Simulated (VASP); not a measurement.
# Te in VASP: a series of runs

Runs on Te. Level: RPBE. Tasks: single point, molecular dynamics.

All numbers are computed with VASP 6.6.1; they aren't measurements. Logs are shortened: lines on timing, memory, paths and dates and some standing lists are left out, and cuts for length are marked.

### Step 1. The cell of the first run

The typed cell holds 6 atoms: a = 8.908 Å, b = 4.454 Å, c = 5.924 Å, α = 90.00°, β = 90.00°, γ = 120.00°.

### Step 2. Single point, RPBE

File INCAR:

```
  PREC = Accurate
  ENCUT = 400
  EDIFF = 1E-6
  ISMEAR = 1
  SIGMA = 0.01
  LREAL = False
  LASPH = True
  NELM = 120
  ALGO = Normal
  ISIF = 2
  LWAVE = False
  LCHARG = False
  GGA = RP
  NBANDS = 27
  GGA_COMPAT = False
```

File KPOINTS:

```
Automatic mesh
0
Gamma
  1 1 1
```

File POSCAR:

```
Te
1.0
    8.9080000000      0.0000000000      0.0000000000
   -2.2270000000      3.8572771485      0.0000000000
    0.0000000000      0.0000000000      5.9240000000
Te
6
Direct
    0.1349352678      0.0023926204      0.3386134369
    0.5012754356      0.2675382038      0.6638791357
    0.3641408021      0.7275178557      0.0005251519
    0.6352461246      0.0064752931      0.3326109048
    0.9967113793      0.2610507260      0.6629390614
    0.8676908592      0.7350252240      0.0014321404
```

Potentials or basis: VASP PAW PBE potentials, release 64 (Te).

Command:

```sh
> cat potpaw_PBE.64/Te/POTCAR > POTCAR
> mpirun -np 1 vasp_gam > vasp.out
```

OUTCAR:

```text
PREC = Accurate
   ENCUT = 400
   EDIFF = 1E-6
   ISMEAR = 1
   LREAL = False
   LASPH = True
   NELM = 120
   ISIF = 2
   GGA = RP

 ion  position               nearest neighbor table
   1  0.135  0.002  0.339-   5 2.82   6 2.87   2 3.45   3 3.47   5 3.47   3 3.49
   2  0.501  0.268  0.664-   4 2.83   3 2.88   1 3.45   3 3.49   4 3.49   6 3.49
   3  0.364  0.728  0.001-   4 2.87   2 2.88   1 3.47   2 3.49   1 3.49   5 3.50
   4  0.635  0.006  0.333-   2 2.83   3 2.87   5 3.44   6 3.46   6 3.48   2 3.49
   5  0.997  0.261  0.663-   1 2.82   6 2.85   4 3.44   1 3.47   6 3.50   3 3.50
   6  0.868  0.735  0.001-   5 2.85   1 2.87   4 3.46   4 3.48   2 3.49   5 3.50

  Warning from LATTYP: Monoclinic adjustment (A1->A3, A2->A1, A3->A2)!
  LATTYP: Found a simple orthorhombic cell.
 ALAT       =     4.4540000000
 B/A-ratio  =     1.3300404131
 C/A-ratio  =     1.7320508076

  Lattice vectors:

 A1 = (  -2.2270000000,   3.8572771485,   0.0000000000)
 A2 = (   0.0000000000,   0.0000000000,   5.9240000000)
 A3 = (   6.6810000000,   3.8572771485,   0.0000000000)

Analysis of symmetry for initial positions (statically):
=====================================================================
 Subroutine PRICEL returns:
 Original cell was already a primitive cell.

 Routine SETGRP: Setting up the symmetry group for a
 simple orthorhombic supercell.

 Subroutine GETGRP returns: Found  1 space group operations
 (whereof  1 operations were pure point group operations)
 out of a pool of  8 trial point group operations.

The static configuration has the point symmetry C_1 .

Analysis of symmetry for dynamics (positions and initial velocities):
=====================================================================
 Subroutine PRICEL returns:
 Original cell was already a primitive cell.

 Routine SETGRP: Setting up the symmetry group for a
 simple orthorhombic supercell.

 Subroutine GETGRP returns: Found  1 space group operations
 (whereof  1 operations were pure point group operations)
 out of a pool of  8 trial point group operations.

The dynamic configuration has the point symmetry C_1 .

 Subroutine INISYM returns: Found  1 space group operations
 (whereof  1 operations are pure point group operations),
 and found     1 'primitive' translations

----------------------------------------------------------------------------------------

                                     Primitive cell

  volume of cell :     203.5523

  direct lattice vectors                    reciprocal lattice vectors
     8.908000000  0.000000000  0.000000000     0.112258644  0.064812558  0.000000000
    -2.227000000  3.857277149  0.000000000     0.000000000  0.259250233  0.000000000
     0.000000000  0.000000000  5.924000000     0.000000000  0.000000000  0.168804862

  length of vectors
     8.908000000  4.454000000  5.924000000     0.129625117  0.259250233  0.168804862

  position of ions in fractional coordinates (direct lattice)
     0.134935268  0.002392620  0.338613437
     0.501275436  0.267538204  0.663879136
     0.364140802  0.727517856  0.000525152
     0.635246125  0.006475293  0.332610905
     0.996711379  0.261050726  0.662939061
     0.867690859  0.735025224  0.001432140

  ion indices of the primitive-cell ions
   primitive index   ion index
                 1           1
                 2           2
                 3           3
                 4           4
                 5           5
                 6           6

----------------------------------------------------------------------------------------

 KPOINTS: Automatic mesh

Automatic generation of k-mesh.
 Grid dimensions read from file:
 generate k-points for:    1    1    1

 Generating k-lattice:

  Cartesian coordinates                     Fractional coordinates (reciprocal lattice)
     0.112258644  0.064812558  0.000000000     1.000000000  0.000000000  0.000000000
     0.000000000  0.259250233  0.000000000     0.000000000  1.000000000  0.000000000
     0.000000000  0.000000000  0.168804862     0.000000000  0.000000000  1.000000000

  Length of vectors
     0.129625117  0.259250233  0.168804862

  Shift w.r.t. Gamma in fractional coordinates (k-lattice)
     0.000000000  0.000000000  0.000000000

 Subroutine IBZKPT returns following result:
 ===========================================

 Found      1 irreducible k-points:

 Following reciprocal coordinates:
            Coordinates               Weight
  0.000000  0.000000  0.000000      1.000000
   k-points           NKPTS =      1   k-points in BZ     NKDIM =      1   number of bands    NBANDS=     27
   number of dos      NEDOS =    301   number of ions     NIONS =      6
   total plane-waves  NPLWV =  72000
   dimension x,y,z NGX =    60 NGY =   30 NGZ =   40
   dimension x,y,z NGXF=   120 NGYF=   60 NGZF=   80
   ions per type =               6
   NGX,Y,Z   is equivalent  to a cutoff of  11.20, 11.20, 11.23 a.u.
   NGXF,Y,Z  is equivalent  to a cutoff of  22.40, 22.40, 22.45 a.u.
 SYSTEM =  unknown system
   PREC   = accura    normal or accurate (medium, high low for compatibility)
   ISTART =      0    job   : 0-new  1-cont  2-samecut
   ICHARG =      2    charge: 1-file 2-atom 10-const
   ISPIN  =      1    spin polarized calculation?
   LNONCOLLINEAR =      F non collinear calculations
   LSORBIT =      F    spin-orbit coupling
   LASPH  =      T    aspherical Exc in radial PAW
   ENCUT  =  400.0 eV  29.40 Ry    5.42 a.u.  14.53  7.26  9.66*2*pi/ulx,y,z
   NELM   =    120;   NELMIN=  2; NELMDL= -5     # of ELM steps
   EDIFF  = 0.1E-05   stopping-criterion for ELM
   LREAL  =      F    real-space projection
   EDIFFG = 0.1E-04   stopping-criterion for IOM
   NSW    =      0    number of steps for IOM
   IBRION =     -1    ionic relax: 0-MD 1-quasi-New 2-CG
   NFREE  =      0    steps in history (QN), initial steepest desc. (CG)
   ISIF   =      2    stress and relaxation
   ISYM   =      2    0-nonsym 1-usesym 2-fastsym
   POTIM  = 0.5000    time-step for ionic-motion
   TEBEG  =    0.0;   TEEND  =   0.0 temperature during run
   PSTRESS=    0.0 pullay stress
   NELECT =      36.0000    total number of electrons
   NUPDOWN=      -1.0000    fix difference up-down
   EMIN   =  10.00;   EMAX   =-10.00  energy-range for DOS
   EFERMI =   0.00;   METHOD = LEGACY
   ISMEAR =     1;   SIGMA  =   0.01  broadening in eV -4-tet -1-fermi 0-gaus
   EFERMI_NEDOS =   21; number of points for ismear=-14 and -15
   IALGO  =     38    algorithm
   IMIX   =      4    mixing-type and parameters
     AMIX     =   0.40;   BMIX     =  1.00
     AMIX_MAG =   1.60;   BMIX_MAG =  1.00
  volume/ion in A,a.u.               =      33.93       228.94
  Fermi-wavevector in a.u.,A,eV,Ry     =   0.918933  1.736531 11.489263  0.844437
  Thomas-Fermi vector in A             =   2.044070
   LORBIT       =      0    0 simple, 1 ext, 2 COOP (PROOUT), +10 PAW based schemes
   GGA     = RP    functional components
   LHFCALC =     F    Hartree Fock is set to
   AEXX    =    0.0000 exact exchange contribution
   IVDW    =     0    specifies the selected vdW correction
   LEPSILON=     F    determine dielectric tensor
   LRPA    =     F    only Hartree local field effects (RPA)
 non-spin polarized calculation
 Methfessel and Paxton  Order N= 1 SIGMA  =   0.01
  energy-cutoff  :      400.00
  volume of cell :      203.55
 maximum number of plane-waves:      1857
 NGX is ok and might be reduce to    60
   NGX = 29   NGY = 15   NGZ = 19

 number of electron      35.9999999 magnetization

 Free energy of the ion-electron system (eV)
  ---------------------------------------------------
  ext. energy  EPLUGINS =         0.00000000
  ---------------------------------------------------
  free energy    TOTEN  =       -11.47758458 eV

  energy without entropy =      -11.47819869  energy(sigma->0) =      -11.47778929

 E-fermi :   5.3561     XC(G=0):  -8.8138

 val. band max:        5.3477095325   @ k =   0.0000   0.0000   0.0000
 cond. band min:       7.0704707990   @ k =   0.0000   0.0000   0.0000
 fundamental gap:      1.7227612665
 Fermi energy:         5.3560879115

 k-point     1 :       0.0000    0.0000    0.0000
  band No.  band energies     occupation
      1      -7.4393      2.00000
      2      -6.3878      2.00000
      3      -4.8489      2.00000
      4      -4.1578      2.00000
      5      -4.0601      2.00000
      6      -3.8734      2.00000
      7       1.2436      2.00000
      8       1.7431      2.00000
      9       2.5833      2.00000
     10       2.6546      2.00000
     11       3.0675      2.00000
     12       3.3485      2.00000
     13       3.4475      2.00000
     14       4.4531      2.00000
     15       4.5437      2.00000
     16       5.0752      2.00000
     17       5.3305      2.00179
     18       5.3477      1.99821
     19       7.0705      0.00000
     20       7.1383      0.00000
     21       7.2195      0.00000
     22       7.2310      0.00000
     23       7.8056      0.00000
     24       9.3754      0.00000
     25       9.9099      0.00000
     26      11.1686      0.00000
     27      11.2965      0.00000

------------------------ aborting loop because EDIFF is reached ----------------------------------------

  FORCE on cell =-STRESS in cart. coord.  units (eV):
  Direction    XX          YY          ZZ          XY          YZ          ZX
  --------------------------------------------------------------------------------------
  -------------------------------------------------------------------------------------
  Total       15.1778974     29.1284920     -8.1583452    -12.3260368      1.3468824      0.8316112
  in kB      119.4664871    229.2727718    -64.2150106    -97.0192556     10.6014227      6.5456805
  external PRESSURE =      94.8414161 kB  Pullay stress =       0.0000000 kB

 VOLUME and BASIS-vectors are now :
 -----------------------------------------------------------------------------
  energy-cutoff  :      400.00
  volume of cell :      203.55
      direct lattice vectors                 reciprocal lattice vectors
     8.908000000  0.000000000  0.000000000     0.112258644  0.064812558  0.000000000
    -2.227000000  3.857277149  0.000000000     0.000000000  0.259250233  0.000000000
     0.000000000  0.000000000  5.924000000     0.000000000  0.000000000  0.168804862

 POSITION                                       TOTAL-FORCE (eV/Angst)
 -----------------------------------------------------------------------------------
      1.19667      0.00923      2.00595        -0.017220      0.964062      0.983467
      3.86955      1.03197      3.93282         0.911116     -1.526213      0.052089
      1.62358      2.80624      0.00311        -0.882238      0.557643     -1.091558
      5.64435      0.02498      1.97039        -0.059055      0.922711      1.069929
      8.29735      1.00694      3.92725         0.912169     -1.373708      0.062123
      6.09249      2.83520      0.00848        -0.864771      0.455505     -1.076050
 -----------------------------------------------------------------------------------
    total drift:                               -0.000023      0.000060      0.000059

  FREE ENERGIE OF THE ION-ELECTRON SYSTEM (eV)
  ---------------------------------------------------
  free  energy   TOTEN  =       -11.4775845830 eV

  energy  without entropy=      -11.4781986943  energy(sigma->0) =      -11.47778929
```

Run time: 8.1 s. Hardware: 1 thread of Intel Xeon Platinum 8481C at 2.70GHz (Sapphire Rapids), shared host; peak memory 0.22 GiB.

Results:

```
Free energy   : -11.4776 eV
Pressure      : 9.5 GPa
Largest force : 1.778 eV/Å
```

Forces in eV/Å, atoms in the order of the input:
```
Te  -0.017  0.964  0.983
Te   0.911 -1.526  0.052
Te  -0.882  0.558 -1.092
Te  -0.059  0.923  1.070
Te   0.912 -1.374  0.062
Te  -0.865  0.456 -1.076
```

Caveat: the k points lie up to 1.41 Å⁻¹ apart; the PAW data sets were made with another functional, which shifts forces and pressure a little; spin-orbit coupling is left out, which moves the levels of the heavy elements.

### Step 3. Single point, RPBE

File INCAR:

```
SYSTEM = Te
ALGO = Normal ; EDIFF = 1E-6
ENCUT = 400 ; GGA = RP
GGA_COMPAT = .FALSE. ; ISIF = 2
ISMEAR = 1 ; LASPH = .TRUE.
LCHARG = .FALSE. ; LREAL = .FALSE.
LWAVE = .FALSE. ; NBANDS = 27
NELM = 120 ; PREC = Accurate
SIGMA = 0.01
```

File KPOINTS:

```
k-points
0
G
  1 1 1
  0 0 0
```

File POSCAR:

```
Te
1.0
    8.9080000000      0.0000000000      0.0000000000
   -2.2270000000      3.8572771485      0.0000000000
    0.0000000000      0.0000000000      5.9240000000
Te
6
Direct
    0.1357615925      0.0066036219      0.3463257934
    0.5029874143      0.2639429216      0.6602125253
    0.3620771119      0.7234997364      0.0004515530
    0.6364493823      0.0160714405      0.3324010804
    0.9923947969      0.2490062194      0.6580303849
    0.8703296828      0.7408759832      0.0025786631
```

Potentials or basis: VASP PAW PBE potentials, release 64 (Te).

Command:

```sh
> cat potpaw_PBE.64/Te/POTCAR > POTCAR
> mpirun -np 1 vasp_gam > vasp.out
```

It took 8.3 s on 1 thread of Intel Xeon Platinum 8481C at 2.70GHz (Sapphire Rapids), shared host; peak memory 0.22 GiB.

It converged, with:

```
Free energy   : -11.6275 eV
Pressure      : 9.7 GPa
Largest force : 1.511 eV/Å
```

Forces in eV/Å, atoms in the order of the input:
```
Te   0.014  0.681  0.693
Te   0.769 -1.288  0.180
Te  -0.707  0.580 -1.012
Te  -0.139  0.594  0.893
Te   0.746 -0.916  0.209
Te  -0.684  0.350 -0.964
```

Stress tensor (GPa, compression positive):
```
 12.27 -10.02  -0.35
-10.02  23.08   1.50
 -0.35   1.50  -6.26
```

Levels at points of the mesh, in eV from the Fermi level:
| k point | band 15 | band 16 | band 17 | band 18 | band 19 | band 20 | band 21 | band 22 |
| --- | --- | --- | --- | --- | --- | --- | --- | --- |
| (0.00, 0.00, 0.00) | -0.83 | -0.44 | -0.11 | -0.01 | 1.66 | 1.68 | 1.89 | 2.02 |

Caveat: the k points lie up to 1.41 Å⁻¹ apart; the PAW data sets were made with another functional, which shifts forces and pressure a little; spin-orbit coupling is left out, which moves the levels of the heavy elements.

### Step 4. Molecular dynamics, RPBE

File INCAR:

```
SYSTEM = Te
PREC     = Normal         ! precision mode
ENCUT    = 350            ! plane-wave cutoff, eV
EDIFF    = 1E-5           ! SCF threshold, eV
ISMEAR   = 1              ! smearing method
SIGMA    = 0.01           ! smearing width, eV
LREAL    = .FALSE.        ! projectors in reciprocal space
LASPH    = .TRUE.         ! aspherical terms in the spheres
NELM     = 120            ! most SCF steps
ALGO     = Normal         ! electronic algorithm
ISIF     = 2              ! what is computed and relaxed
LWAVE    = .FALSE.        ! write WAVECAR
LCHARG   = .TRUE.         ! write CHGCAR
GGA      = RP             ! functional
IBRION   = 0              ! ionic algorithm
NSW      = 10             ! ionic steps
POTIM    = 2.0            ! step
TEBEG    = 1200.0       
TEEND    = 1200.0       
ISYM     = 0            
NELMIN   = 4            
RANDOM_SEED= 922 0 0      
MDALGO   = 2            
SMASS    = 0            
GGA_COMPAT= .FALSE.      
MAXMIX   = 40
```

File KPOINTS:

```
regular mesh
0
G
  1 1 1
  0 0 0
```

File POSCAR:

```
Te
1.0
    8.9080000000      0.0000000000      0.0000000000
   -2.2270000000      3.8572771485      0.0000000000
    0.0000000000      0.0000000000      5.9240000000
Te
6
Direct
    0.1345000000      0.0000000000      0.3333330000
    0.5000000000      0.2690000000      0.6666670000
    0.3655000000      0.7310000000      0.0000000000
    0.6345000000      0.0000000000      0.3333330000
    1.0000000000      0.2690000000      0.6666670000
    0.8655000000      0.7310000000      0.0000000000
```

Command:

```sh
> cat potpaw_PBE.64/Te/POTCAR > POTCAR
> mpirun -np 1 vasp_gam > vasp.out
```

Run time: 26 s. Hardware: 1 thread of Intel Xeon Platinum 8481C at 2.70GHz (Sapphire Rapids), shared host; peak memory 0.16 GiB.

Step by step:
| step | potential energy change (eV) | largest force (eV/Å) | pressure (GPa) | volume (Å³) | temperature (K) |
| --- | --- | --- | --- | --- | --- |
| 1 | 0.0000 | 1.8942 | 9.39 | 203.55 | 1202 |
| 2 | -0.0061 | 1.8998 | 9.35 | 203.55 | 1209 |
| 3 | -0.0159 | 1.8981 | 9.31 | 203.55 | 1224 |
| 4 | -0.0293 | 1.8899 | 9.28 | 203.55 | 1244 |
| 5 | -0.0460 | 1.8755 | 9.26 | 203.55 | 1268 |
| 6 | -0.0659 | 1.8543 | 9.23 | 203.55 | 1294 |
| 7 | -0.0885 | 1.8270 | 9.21 | 203.55 | 1323 |
| 8 | -0.1134 | 1.7934 | 9.20 | 203.55 | 1351 |
| 9 | -0.1403 | 1.7541 | 9.20 | 203.55 | 1378 |
| 10 | -0.1686 | 1.7095 | 9.20 | 203.55 | 1401 |

Caveat: the k points lie up to 1.41 Å⁻¹ apart; the PAW data sets were made with another functional, which shifts forces and pressure a little; spin-orbit coupling is left out, which moves the levels of the heavy elements.

### Step 5. Overview

```csv
task,cell,cutoff (eV),pressure (GPa),largest force (eV/Å)
single point,"as given, atomic positions A",400,9.5,1.78
single point,"as given, atomic positions B",400,9.7,1.51
molecular dynamics,"as given, atomic positions C",350,-,-
```

Alike in all rows: level RPBE; potentials or basis VASP PAW PBE potentials, release 64 (Te); no spin polarisation; k mesh 1 × 1 × 1; smearing methfessel-paxton 0.01 eV.

Caveats: all runs use coarse meshes; the PAW data sets were made with another functional, which shifts forces and pressure a little; spin-orbit coupling is left out, which moves the levels of the heavy elements.

Absolute energies hang on the potentials; compare differences alone.
